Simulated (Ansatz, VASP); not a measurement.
## One calculation of ZrTa2C2, two programs

```
Zr Ta C
1.0
     4.13266    0.00000    0.00000
     0.00000    4.13266    0.00000
     0.00000    0.00000    5.66070
Zr Ta C
1 2 2
Cartesian
  0.0000 0.0000 1.5100
  2.0663 0.0000 4.3404
  0.0000 2.0663 4.3404
  0.0000 0.0000 5.0696
  0.0000 0.0000 3.6111
```

Alike in both runs: functional PBE; k mesh 4 × 4 × 4; occupations gaussian, width 0.1 eV; no spin polarisation.

Ansatz relaxed the structure, and its values are those at the end. VASP's run is a single point on that final structure, the one shown.

|  | VASP | Ansatz |
| --- | --- | --- |
| version | VASP 6.6.1 | Ansatz 0.2.0 |
| potentials or method | VASP PAW PBE potentials, release 64 (Zr_sv, Ta_pv, C), cutoff 520 eV | scalar-relativistic, plane waves, PAW |
| valence electrons in the cell | 42 | 46 |

```csv
,VASP,Ansatz,Ansatz less VASP
gap on the k mesh at the Fermi level (eV),none,none,-
pressure (GPa),0.3,0.1,-0.26
rms of the force components (eV/Å),0.031,0.004,-0.0272
```

A gap of «none» marks a metal or a gap that the smearing closes. VASP's potentials hold 42 valence electrons a cell and Ansatz's 46, so a difference there can come from the potentials and not from the codes.

The k mesh is coarse, so the values compare programs but aren't converged. Neither program's run includes spin-orbit coupling.
